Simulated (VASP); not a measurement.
# CuI (Marshite) (F-43m) in VASP: further runs, part 2 of 3

VASP 6.6.1. Earlier steps stand in the parts before.

## Step 3: Single point, PBEsol

This run uses another cell than the first one, of 24.14 Å³/atom, 1.061 times its volume.

INCAR

```
SYSTEM = CuI
  PREC = Accurate
  ENCUT = 520
  EDIFF = 1E-6
  ISMEAR = -1
  SIGMA = 0.05
  LREAL = .False.
  LASPH = .True.
  NELM = 100
  ALGO = Normal
  ISIF = 2
  LWAVE = .False.
  LCHARG = .True.
  GGA = PS
  LELF = .True.
  LVHAR = .True.
  NBANDS = 16
```

KPOINTS

```
Automatic mesh
0
Gamma
  8 8 8
  0 0 0
```

POSCAR

```
CuI
1.0
    0.0000000000      2.8899495961      2.8899495961
    2.8899495961      0.0000000000      2.8899495961
    2.8899495961      2.8899495961      0.0000000000
I Cu
1 1
Direct
    0.0000000000      0.0000000000      0.0000000000
    0.7500000000      0.7500000000      0.7500000000
```

Potentials or basis: VASP PAW PBE potentials, release 64 (I, Cu).

Started as:

```bash
$ cat potpaw_PBE.64/I/POTCAR potpaw_PBE.64/Cu/POTCAR > POTCAR
$ mpirun -np 1 vasp_std > vasp.out
```

OUTCAR:

```text
SYSTEM = CuI
   PREC = Accurate
   ENCUT = 520
   EDIFF = 1E-6
   ISMEAR = -1
   LREAL = .False.
   LASPH = .True.
   NELM = 100
   ISIF = 2
   GGA = PS

 ion  position               nearest neighbor table
   1  0.000  0.000  0.000-   2 2.50   2 2.50   2 2.50   2 2.50
   2  0.750  0.750  0.750-   1 2.50   1 2.50   1 2.50   1 2.50

  LATTYP: Found a face centered cubic cell.
 ALAT       =     5.7798991922

  Lattice vectors:

 A1 = (   0.0000000000,   2.8899495961,   2.8899495961)
 A2 = (   2.8899495961,   0.0000000000,   2.8899495961)
 A3 = (   2.8899495961,   2.8899495961,   0.0000000000)

Analysis of symmetry for initial positions (statically):
=====================================================================
 Subroutine PRICEL returns:
 Original cell was already a primitive cell.

 Routine SETGRP: Setting up the symmetry group for a
 face centered cubic supercell.

 Subroutine GETGRP returns: Found 24 space group operations
 (whereof 24 operations were pure point group operations)
 out of a pool of 48 trial point group operations.

The static configuration has the point symmetry T_d .

Analysis of symmetry for dynamics (positions and initial velocities):
=====================================================================
 Subroutine PRICEL returns:
 Original cell was already a primitive cell.

 Routine SETGRP: Setting up the symmetry group for a
 face centered cubic supercell.

 Subroutine GETGRP returns: Found 24 space group operations
 (whereof 24 operations were pure point group operations)
 out of a pool of 48 trial point group operations.

The dynamic configuration has the point symmetry T_d .

 Subroutine INISYM returns: Found 24 space group operations
 (whereof 24 operations are pure point group operations),
 and found     1 'primitive' translations

[... 105 lines left out ...]
   NELECT =      18.0000    total number of electrons
   NUPDOWN=      -1.0000    fix difference up-down
   EMIN   =  10.00;   EMAX   =-10.00  energy-range for DOS
   EFERMI =   0.00;   METHOD = LEGACY
   ISMEAR =    -1;   SIGMA  =   0.05  broadening in eV -4-tet -1-fermi 0-gaus
   EFERMI_NEDOS =   21; number of points for ismear=-14 and -15
   IALGO  =     38    algorithm
   IMIX   =      4    mixing-type and parameters
     AMIX     =   0.40;   BMIX     =  1.00
     AMIX_MAG =   1.60;   BMIX_MAG =  1.00
  volume/ion in A,a.u.               =      24.14       162.88
  Fermi-wavevector in a.u.,A,eV,Ry     =   1.178326  2.226713 18.891033  1.388452
  Thomas-Fermi vector in A             =   2.314657
   LORBIT       =      0    0 simple, 1 ext, 2 COOP (PROOUT), +10 PAW based schemes
   GGA     = PS    functional components
   LHFCALC =     F    Hartree Fock is set to
   AEXX    =    0.0000 exact exchange contribution
   IVDW    =     0    specifies the selected vdW correction
   LEPSILON=     F    determine dielectric tensor
   LRPA    =     F    only Hartree local field effects (RPA)
 non-spin polarized calculation
  energy-cutoff  :      520.00
  volume of cell :       48.27
 maximum number of plane-waves:      1316
   NGX = 15   NGY = 15   NGZ = 15

 number of electron      17.9999990 magnetization

 Free energy of the ion-electron system (eV)
  ---------------------------------------------------
  ext. energy  EPLUGINS =         0.00000000
  ---------------------------------------------------
  free energy    TOTEN  =        -6.25786075 eV

  energy without entropy =       -6.25786075  energy(sigma->0) =       -6.25786075

 E-fermi :   6.7166     XC(G=0):  -9.8139

 val. band max:        5.9601424347   @ k =   0.0000   0.0000   0.0000
 cond. band min:       7.4078011940   @ k =   0.0000   0.0000   0.0000
 fundamental gap:      1.4476587593
 Fermi energy:         6.7166161619

 k-point     1 :       0.0000    0.0000    0.0000
  band No.  band energies     occupation
      1      -8.9120      2.00000
      2       1.5856      2.00000
      3       1.5856      2.00000
      4       1.5856      2.00000
      5       3.4047      2.00000
      6       3.4047      2.00000
[... 433 lines left out ...]
      3       1.0171      2.00000
      4       1.6212      2.00000
      5       3.3162      2.00000
      6       3.4157      2.00000
[... 8 lines left out ...]
     15      16.8792      0.00000
     16      17.7160      0.00000

 [... further k-points ...]
[... 5 lines left out ...]
  --------------------------------------------------------------------------------------
  -------------------------------------------------------------------------------------
  Total        1.6430486      1.6430486      1.6430486     -0.0000000     -0.0000000     -0.0000000
  in kB       54.5331010     54.5331010     54.5331010     -0.0000000     -0.0000000     -0.0000000
  external PRESSURE =      54.5331010 kB  Pullay stress =       0.0000000 kB

 VOLUME and BASIS-vectors are now :
 -----------------------------------------------------------------------------
  energy-cutoff  :      520.00
  volume of cell :       48.27
      direct lattice vectors                 reciprocal lattice vectors
     0.000000000  2.889949596  2.889949596    -0.173013398  0.173013398  0.173013398
     2.889949596  0.000000000  2.889949596     0.173013398 -0.173013398  0.173013398
     2.889949596  2.889949596  0.000000000     0.173013398  0.173013398 -0.173013398

 POSITION                                       TOTAL-FORCE (eV/Angst)
 -----------------------------------------------------------------------------------
      0.00000      0.00000      0.00000         0.000000     -0.000000     -0.000000
      4.33492      4.33492      4.33492        -0.000000      0.000000      0.000000
 -----------------------------------------------------------------------------------
    total drift:                               -0.000000     -0.000000     -0.000000

  FREE ENERGIE OF THE ION-ELECTRON SYSTEM (eV)
  ---------------------------------------------------
  free  energy   TOTEN  =        -6.2578607514 eV

  energy  without entropy=       -6.2578607452  energy(sigma->0) =       -6.25786075
```

OSZICAR:

```text
N       E                     dE             d eps       ncg     rms          rms(c)
DAV:   1     0.927846139873E+02    0.92785E+02   -0.77528E+03   928   0.127E+03
DAV:   2    -0.105018313066E+01   -0.93835E+02   -0.85901E+02   976   0.234E+02
DAV:   3    -0.652298653022E+01   -0.54728E+01   -0.53949E+01  1256   0.606E+01
DAV:   4    -0.666571391446E+01   -0.14273E+00   -0.14267E+00  1112   0.915E+00
DAV:   5    -0.667357335074E+01   -0.78594E-02   -0.78593E-02  1440   0.238E+00    0.708E+00
DAV:   6    -0.656414899632E+01    0.10942E+00   -0.49909E+00   960   0.640E+01    0.456E+00
DAV:   7    -0.626306437108E+01    0.30108E+00   -0.11665E+00  1000   0.390E+01    0.202E+00
DAV:   8    -0.626328948373E+01   -0.22511E-03   -0.72557E-02  1440   0.489E+00    0.731E-01
DAV:   9    -0.625784619490E+01    0.54433E-02   -0.17361E-02  1168   0.397E+00    0.264E-01
DAV:  10    -0.625796034689E+01   -0.11415E-03   -0.89071E-04  1200   0.235E-01    0.204E-01
DAV:  11    -0.625785359247E+01    0.10675E-03   -0.29185E-04  1192   0.577E-01    0.343E-02
DAV:  12    -0.625786033313E+01   -0.67407E-05   -0.13653E-04  1512   0.247E-01    0.431E-02
DAV:  13    -0.625786075139E+01   -0.41825E-06   -0.71714E-06  1016   0.179E-02
   1 F= -.62578608E+01 E0= -.62578607E+01  d E =-.614341E-08
```

stdout:

```text
POSCAR found type information on POSCAR I Cu
 POSCAR found :  2 types and       2 ions
 scaLAPACK will be used
 -----------------------------------------------------------------------------
|                                                                             |
|                                                                             |
|     You enforced a specific xc type in the INCAR file but a different       |
|     I HOPE YOU KNOW WHAT YOU ARE DOING!                                     |
|                                                                             |
 -----------------------------------------------------------------------------

 LDA part: xc-table for (Slater+PW92), standard interpolation
 POSCAR, INCAR and KPOINTS ok, starting setup
 FFT: planning ... GRIDC
 FFT: planning ... GRID_SOFT
 FFT: planning ... GRID
 WAVECAR not read
 entering main loop
```

Wall time 27 s (1 thread of Intel Xeon 6975P-C, shared host); peak memory 0.18 GiB.

Results:

* Free energy: -6.2579 eV
* Pressure: 5.5 GPa
* Band gap on the k mesh: 1.45 eV, direct

Caveat: the PAW data sets were made with another functional, which shifts forces and pressure a little; spin-orbit coupling is left out, which moves the levels of the heavy elements. PBEsol gaps usually lie below the measured ones, often by a third to a half.

## Step 4: Relaxation of cell and atoms, PBEsol, target pressure 5 GPa, at which the enthalpy is minimised

This run uses another cell than the first one, of 27.86 Å³/atom, 1.224 times its volume.

INCAR

```
SYSTEM = CuI
ALGO = Normal
EDIFF = 1E-6
EDIFFG = -0.005
ENCUT = 600
GGA = PS
IBRION = 2
ISIF = 3
ISMEAR = -1
LASPH = .TRUE.
LCHARG = .FALSE.
LREAL = .FALSE.
LWAVE = .FALSE.
NELM = 80
NSW = 80
PREC = Accurate
PSTRESS = 50.0
SIGMA = 0.05
```

KPOINTS

```
k-points
0
G
  8 8 8
  0 0 0
```

POSCAR

```
CuI
1.0
    0.0000000000      3.0315000000      3.0315000000
    3.0315000000      0.0000000000      3.0315000000
    3.0315000000      3.0315000000      0.0000000000
I Cu
1 1
Direct
    0.0000000000      0.0000000000      0.0000000000
    0.7500000000      0.7500000000      0.7500000000
```

Started as:

```bash
$ cat potpaw_PBE.64/I/POTCAR potpaw_PBE.64/Cu/POTCAR > POTCAR
$ mpirun -np 1 vasp_std > vasp.out
```

Wall time 1.9 min (1 thread of Intel Xeon 6975P-C, shared host); peak memory 0.23 GiB.

The run converged. Its results:

```
Free energy                                            : -6.2619 eV
Relaxed volume                                         : 24.18 Å³/atom
Relaxed cell                                           : a = 4.089 Å, b = 4.089 Å, c = 4.089 Å, α = 60.00°, β = 60.00°, γ = 60.00°
Space group after relaxing (to 0.05 Å)                 : F-43m (No. 216)
Energy change on relaxing (the enthalpy is what falls) : +16.3 meV/atom
Ionic steps                                            : 5
Pressure after relaxing                                : 5.0 GPa
Band gap on the k mesh                                 : 1.44 eV, direct
```

The path:
```csv
step,energy change (eV),largest force (eV/Å),pressure (GPa),volume (Å³)
1,0.0000,0.0000,-2.16,55.72
2,0.1200,0.0000,8.02,46.27
3,0.0386,0.0000,5.39,48.17
4,0.0284,0.0000,4.80,48.50
5,0.0326,0.0000,4.98,48.36
```

Final structure:
```
I Cu
1.0
     0.00000    2.89170    2.89170
     2.89170    0.00000    2.89170
     2.89170    2.89170    0.00000
I Cu
1 1
Direct
  0.00000 0.00000 0.00000
  0.75000 0.75000 0.75000
```

Levels at points of the mesh, in eV from the valence-band top:
```tsv
k point	band 5	band 6	band 7	band 8	band 9	band 10	band 11	band 12	band 13
(0.00, 0.00, 0.00)	-2.54	-2.54	0.00	0.00	0.00	1.44	4.65	4.65	4.65
(0.50, 0.00, 0.00)	-2.51	-2.51	-2.45	-0.97	-0.97	2.19	5.24	5.24	7.37
(0.50, 0.50, 0.00)	-2.61	-2.45	-2.44	-2.08	-2.08	2.30	2.72	10.14	10.47
```

Caveat: the cell is relaxed towards a set pressure, so the enthalpy falls and the energy may rise; the PAW data sets were made with another functional, which shifts forces and pressure a little; spin-orbit coupling is left out, which moves the levels of the heavy elements.

[end of part 2 of 3]
